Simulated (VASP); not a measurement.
A run of VASP 6.6.1 is set up as follows.

Contents of INCAR:

```
ALGO = Normal
EDIFF = 1E-6
ENCUT = 520
GGA = CA
ISIF = 2
ISMEAR = -1
LASPH = True
LCHARG = True
LELF = True
LREAL = False
LVHAR = True
LWAVE = False
NBANDS = 12
NELM = 60
PREC = Accurate
SIGMA = 0.1
```

Contents of KPOINTS:

```
k-points
0
Gamma
  2 2 2
```

File POSCAR:

```
Ta
1.0
   -1.6276710318      1.6276710318      1.6276710318
    1.6276710318     -1.6276710318      1.6276710318
    1.6276710318      1.6276710318     -1.6276710318
Ta
1
Direct
    0.0000000000      0.0000000000      0.0000000000
```

Potentials or basis: VASP PAW LDA potentials, release 64 (Ta_pv).

The run is started by

```console
$ cat potpaw_LDA.64/Ta_pv/POTCAR > POTCAR
$ mpirun -np 1 vasp_std > vasp.out
```

Q: What does it give for the pressure?

A: -28.1 GPa.

Caveat: the k points lie up to 1.36 Å⁻¹ apart.
